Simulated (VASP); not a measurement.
Runs of VASP 6.6.1 on Sb. The structure is that of space group Pm-3m (No. 221), or close to it. The cells are those of the table. 

```tsv
task	cell	k mesh	cutoff (eV)	gap on the mesh (eV)	pressure (GPa)
single point	a = 3.250 Å, 1 atom	11 × 11 × 11	520	none	-4.1
single point	a = 3.044 Å, 1 atom	11 × 11 × 11	520	none	(a)
relaxation of cell and atoms	relaxed from a = 3.085 Å, 1 atom	10 × 10 × 10	600	none	0.0
single point	a = 3.130 Å, 1 atom	11 × 11 × 11	520	none	0.5
single point	a = 3.171 Å, 1 atom	11 × 11 × 11	520	none	-1.4
```

Alike in all rows: level RPBE; potentials or basis VASP PAW PBE potentials, release 64 (Sb); no spin polarisation; smearing fermi-dirac 0.1 eV.

**Question.** Fill in the values left out.

**Answer.** (a) 5.6.

Caveats: the PAW data sets were made with another functional, which shifts forces and pressure a little; spin-orbit coupling is left out, which moves the levels of the heavy elements.

A k mesh can miss the band edges, and the runs leave out spin-orbit coupling on Sb.

A gap of «none» marks levels without a gap at the run's occupations.
